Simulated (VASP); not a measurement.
# Cd (P6_3/mmc) in VASP: notebook, part 2 of 2

VASP 6.6.1. Earlier steps stand in the parts before.

## (3) Single point, PBE

This run uses another cell than the first one, of the same volume but with other edges.

Input file INCAR:

```
  PREC = Accurate
  ENCUT = 520
  EDIFF = 1E-6
  ISMEAR = -1
  SIGMA = 0.15
  LREAL = F
  LASPH = T
  NELM = 100
  ALGO = Normal
  ISIF = 2
  LWAVE = F
  LCHARG = F
  GGA = PE
  NBANDS = 32
```

Input file KPOINTS:

```
regular mesh
0
Gamma
  13 13 4
```

Input file POSCAR:

```
Cd
1.0
    3.0621373200      0.0000000000      0.0000000000
   -1.5310686600      2.6518882500      0.0000000000
    0.0000000000      0.0000000000     10.6425232119
Cd
4
Direct
    0.0000000000      0.0000000000      0.0000000000
    0.3333333333      0.6666666667      0.2500000000
    0.0000000000      0.0000000000      0.5000000000
    0.6666666667      0.3333333333      0.7500000000
```

Potentials or basis: VASP PAW PBE potentials, release 64 (Cd).

Started as:

```sh
$ cat potpaw_PBE.64/Cd/POTCAR > POTCAR
$ mpirun -np 1 vasp_std > vasp.out
```

Run time: 66 s. Hardware: 1 thread of AMD EPYC 9R45 (Zen 5), shared host; peak memory 0.24 GiB.

The run converged. Its results:

```yaml
Free_energy: -2.9646 eV
Pressure: 2.9 GPa
Band_gap_on_the_k_mesh: zero (bands 24 and 25 overlap by 3.04 eV)
```

Stress tensor (GPa, compression positive):
```
2.49 0.00 0.00
0.00 2.49 0.00
0.00 0.00 3.73
```

Levels at points of the mesh, in eV from the Fermi level:
| k point | band 20 | band 21 | band 22 | band 23 | band 24 | band 25 | band 26 | band 27 | band 28 | band 29 |
| --- | --- | --- | --- | --- | --- | --- | --- | --- | --- | --- |
| (0.00, 0.00, 0.00) | -8.48 | -8.48 | -7.30 | -7.29 | -2.76 | -2.15 | 5.05 | 5.05 | 12.74 | 13.49 |
| (0.00, 0.00, 0.50) | -8.54 | -8.54 | -8.54 | -5.26 | -5.26 | 1.02 | 1.02 | 9.47 | 9.47 | 13.75 |

## (4) Single point, PBE

This run uses another cell than the first one, of the same volume but with other edges.

Input file INCAR:

```
PREC     = Accurate       # precision mode
ENCUT    = 520            # plane-wave cutoff, eV
EDIFF    = 1E-7           # SCF threshold, eV
ISMEAR   = -1             # smearing method
SIGMA    = 0.15           # smearing width, eV
LREAL    = F              # projectors in reciprocal space
LASPH    = T              # aspherical terms in the spheres
NELM     = 100            # most SCF steps
ALGO     = Normal         # electronic algorithm
ISIF     = 2              # what is computed and relaxed
LWAVE    = F              # write WAVECAR
LCHARG   = F              # write CHGCAR
GGA      = PE             # functional
NBANDS   = 32             # bands
```

KPOINTS is that of step 3.

Input file POSCAR:

```
Cd
1.0
    3.0930680000      0.0000000000      0.0000000000
   -1.5465340000      2.6786750000      0.0000000000
    0.0000000000      0.0000000000     10.4307370000
Cd
4
Direct
    0.0000000000      0.0000000000      0.0000000000
    0.3333333333      0.6666666667      0.2500000000
    0.0000000000      0.0000000000      0.5000000000
    0.6666666667      0.3333333333      0.7500000000
```

Potentials or basis: VASP PAW PBE potentials, release 64 (Cd).

Started as:

```sh
$ cat potpaw_PBE.64/Cd/POTCAR > POTCAR
$ mpirun -np 1 vasp_std > vasp.out
```

OUTCAR:

```text
PREC = Accurate
   ENCUT = 520
   EDIFF = 1E-7
   ISMEAR = -1
   LREAL = F
   LASPH = T
   NELM = 100
   ISIF = 2
   GGA = PE

 ion  position               nearest neighbor table
   1  0.000  0.000  0.000-   2 3.16   4 3.16   4 3.16   2 3.16   4 3.16   2 3.16
   2  0.333  0.667  0.250-   1 3.16   3 3.16   1 3.16   3 3.16   1 3.16   3 3.16
   3  0.000  0.000  0.500-   2 3.16   4 3.16   4 3.16   2 3.16   4 3.16   2 3.16
   4  0.667  0.333  0.750-   1 3.16   3 3.16   1 3.16   3 3.16   1 3.16   3 3.16

  LATTYP: Found a hexagonal cell.
 ALAT       =     3.0930680000
 C/A-ratio  =     3.3722947572

  Lattice vectors:

 A1 = (   3.0930680000,   0.0000000000,   0.0000000000)
 A2 = (  -1.5465340000,   2.6786750000,   0.0000000000)
 A3 = (   0.0000000000,   0.0000000000,  10.4307370000)

Analysis of symmetry for initial positions (statically):
=====================================================================
 Subroutine PRICEL returns:
 Original cell was already a primitive cell.

 Routine SETGRP: Setting up the symmetry group for a
 hexagonal supercell.

[... 170 lines left out ...]
  energy without entropy =       -2.83986941  energy(sigma->0) =       -2.89528770

 E-fermi :   3.0332     XC(G=0): -11.0421

 val. band max:        3.0305841211   @ k =   0.3846   0.1538   0.2500
 cond. band min:       3.0587109037   @ k =   0.3077   0.3077   0.2500
 fundamental gap:      0.0281267826
 Fermi energy:         3.0331971983

 k-point     1 :       0.0000    0.0000    0.0000
  band No.  band energies     occupation
      1      -6.7832      2.00000
      2      -6.5616      2.00000
      3      -6.5492      2.00000
      4      -6.3316      2.00000
      5      -6.2527      2.00000
      6      -6.2527      2.00000
[... 829 lines left out ...]
     31      13.7112      0.00000
     32      14.5769      0.00000

 [... further k-points ...]

------------------------ aborting loop because EDIFF is reached ----------------------------------------

  FORCE on cell =-STRESS in cart. coord.  units (eV):
  Direction    XX          YY          ZZ          XY          YZ          ZX
  --------------------------------------------------------------------------------------
  -------------------------------------------------------------------------------------
  Total        1.3516663      1.3516659      1.9990625      0.0000000     -0.0000000      0.0000000
  in kB       25.0585301     25.0585214     37.0606016      0.0000000     -0.0000000      0.0000000
  external PRESSURE =      29.0592177 kB  Pullay stress =       0.0000000 kB

 VOLUME and BASIS-vectors are now :
 -----------------------------------------------------------------------------
  energy-cutoff  :      520.00
  volume of cell :       86.42
      direct lattice vectors                 reciprocal lattice vectors
     3.093068000  0.000000000  0.000000000     0.323303594  0.186659449  0.000000000
    -1.546534000  2.678675000  0.000000000     0.000000000  0.373318898  0.000000000
     0.000000000  0.000000000 10.430737000     0.000000000  0.000000000  0.095870503

 POSITION                                       TOTAL-FORCE (eV/Angst)
 -----------------------------------------------------------------------------------
      0.00000      0.00000      0.00000         0.000000      0.000000      0.000000
     -0.00000      1.78578      2.60768         0.000000      0.000000      0.000000
      0.00000      0.00000      5.21537         0.000000      0.000000      0.000000
      1.54653      0.89289      7.82305        -0.000000     -0.000000     -0.000000
 -----------------------------------------------------------------------------------
    total drift:                               -0.000000      0.000000     -0.000000

  FREE ENERGIE OF THE ION-ELECTRON SYSTEM (eV)
  ---------------------------------------------------
  free  energy   TOTEN  =        -2.9507059930 eV

  energy  without entropy=       -2.8398694125  energy(sigma->0) =       -2.89528770
```

stdout:

```text
POSCAR found type information on POSCAR Cd
 POSCAR found :  1 types and       4 ions
 scaLAPACK will be used
 LDA part: xc-table for (Slater+PW92), standard interpolation
 POSCAR, INCAR and KPOINTS ok, starting setup
 FFT: planning ... GRIDC
 FFT: planning ... GRID_SOFT
 FFT: planning ... GRID
 WAVECAR not read
 entering main loop
```

It took 67 s on 1 thread of AMD EPYC 9R45 (Zen 5), shared host; peak memory 0.24 GiB.

Results:

```
Free energy            : -2.9507 eV
Pressure               : 2.9 GPa
Band gap on the k mesh : zero (bands 24 and 25 overlap by 2.90 eV)
```

## (5) Single point, PBE

This run uses another cell than the first one, of the same volume but with other edges.

Input file INCAR:

```
SYSTEM = Cd
PREC     = Accurate       ! precision mode
ENCUT    = 520            ! plane-wave cutoff, eV
EDIFF    = 1E-6           ! SCF threshold, eV
ISMEAR   = -1             ! smearing method
SIGMA    = 0.15           ! smearing width, eV
LREAL    = .FALSE.        ! projectors in reciprocal space
LASPH    = .TRUE.         ! aspherical terms in the spheres
NELM     = 60             ! most SCF steps
ALGO     = Normal         ! electronic algorithm
ISIF     = 2              ! what is computed and relaxed
LWAVE    = .FALSE.        ! write WAVECAR
LCHARG   = .FALSE.        ! write CHGCAR
GGA      = PE             ! functional
NBANDS   = 32             ! bands
```

Input file KPOINTS:

```
Automatic mesh
0
G
  13 13 4
  0 0 0
```

Input file POSCAR:

```
Cd
1.0
    3.1239986800      0.0000000000      0.0000000000
   -1.5619993400      2.7054617500      0.0000000000
    0.0000000000      0.0000000000     10.2252102735
Cd
4
Direct
    0.0000000000      0.0000000000      0.0000000000
    0.3333333333      0.6666666667      0.2500000000
    0.0000000000      0.0000000000      0.5000000000
    0.6666666667      0.3333333333      0.7500000000
```

Started as:

```sh
$ cat potpaw_PBE.64/Cd/POTCAR > POTCAR
$ mpirun -np 1 vasp_std > vasp.out
```

Wall time 67 s (1 thread of AMD EPYC 9R45 (Zen 5), shared host); peak memory 0.24 GiB.

Results (log left out):

```yaml
Free_energy: -2.9403 eV
Pressure: 2.9 GPa
Band_gap_on_the_k_mesh: zero (bands 24 and 25 overlap by 2.81 eV)
```

Stress tensor (GPa, compression positive):
```
2.71 0.00 0.00
0.00 2.71 0.00
0.00 0.00 3.42
```

Levels at points of the mesh, in eV from the Fermi level:
| k point | band 21 | band 22 | band 23 | band 24 | band 25 | band 26 | band 27 | band 28 |
| --- | --- | --- | --- | --- | --- | --- | --- | --- |
| (0.00, 0.00, 0.00) | -8.48 | -7.23 | -7.22 | -2.50 | -1.46 | 6.13 | 6.13 | 12.52 |
| (0.00, 0.00, 0.50) | -8.55 | -8.55 | -5.03 | -5.03 | 1.79 | 1.79 | 10.89 | 10.89 |

## (6) Single point, PBE

This run uses another cell than the first one, of the same volume but with other edges.

Input file INCAR:

```
SYSTEM = Cd
ALGO     = Normal         ! electronic algorithm
EDIFF    = 1E-6           ! SCF threshold, eV
ENCUT    = 520            ! plane-wave cutoff, eV
GGA      = PE             ! functional
ISIF     = 2              ! what is computed and relaxed
ISMEAR   = -1             ! smearing method
LASPH    = .TRUE.         ! aspherical terms in the spheres
LCHARG   = .FALSE.        ! write CHGCAR
LREAL    = .FALSE.        ! projectors in reciprocal space
LWAVE    = .FALSE.        ! write WAVECAR
NBANDS   = 32             ! bands
NELM     = 80             ! most SCF steps
PREC     = Accurate       ! precision mode
SIGMA    = 0.15           ! smearing width, eV
```

Input file KPOINTS:

```
k-points
0
G
  13 13 4
  0 0 0
```

Input file POSCAR:

```
Cd
1.0
    3.1549293600      0.0000000000      0.0000000000
   -1.5774646800      2.7322485000      0.0000000000
    0.0000000000      0.0000000000     10.0256987697
Cd
4
Direct
    0.0000000000      0.0000000000      0.0000000000
    0.3333333333      0.6666666667      0.2500000000
    0.0000000000      0.0000000000      0.5000000000
    0.6666666667      0.3333333333      0.7500000000
```

Potentials or basis: VASP PAW PBE potentials, release 64 (Cd).

Started as:

```sh
$ cat potpaw_PBE.64/Cd/POTCAR > POTCAR
$ mpirun -np 1 vasp_std > vasp.out
```

Wall time 67 s (1 thread of AMD EPYC 9R45 (Zen 5), shared host); peak memory 0.25 GiB.

The run converged. Its results:

| Quantity | Value |
| --- | --- |
| Free energy | -2.9347 eV |
| Pressure | 3.0 GPa |
| Band gap on the k mesh | zero (bands 24 and 25 overlap by 2.70 eV) |

Stress tensor (GPa, compression positive):
```
2.85 0.00 0.00
0.00 2.85 0.00
0.00 0.00 3.30
```

Levels at points of the mesh, in eV from the Fermi level:
```csv
k point,band 20,band 21,band 22,band 23,band 24,band 25,band 26,band 27,band 28,band 29
"(0.00, 0.00, 0.00)",-8.45,-8.45,-7.17,-7.15,-2.33,-1.08,6.71,6.72,12.08,12.08
"(0.00, 0.00, 0.50)",-8.54,-8.54,-8.54,-4.89,-4.89,2.22,2.22,11.65,11.65,12.41
```

Caveat: the cell stands under pressure.

## (7) Overview

```tsv
cell	gap on the mesh (eV)	pressure (GPa)
a = 3.031, b = 3.031, c = 10.861 Å, angles 90.0, 90.0, 120.0°, 4 atoms	none	3.0
a = 3.062, b = 3.062, c = 10.643 Å, angles 90.0, 90.0, 120.0°, 4 atoms	none	2.9
a = 3.093, b = 3.093, c = 10.431 Å, angles 90.0, 90.0, 120.0°, 4 atoms	none	2.9
a = 3.124, b = 3.124, c = 10.225 Å, angles 90.0, 90.0, 120.0°, 4 atoms	none	2.9
a = 3.155, b = 3.155, c = 10.026 Å, angles 90.0, 90.0, 120.0°, 4 atoms	none	3.0
```

Alike in all rows: task single point; level PBE; potentials or basis VASP PAW PBE potentials, release 64 (Cd); no spin polarisation; k mesh 13 × 13 × 4; cutoff (eV) 520; smearing fermi-dirac 0.15 eV.

Caveats: the cell stands under pressure (at least some runs).

Total energies depend on the potentials used, so only differences within one code and one set of settings carry meaning.

The gap in the log of VASP goes by the Fermi energy; the results here count the filled bands.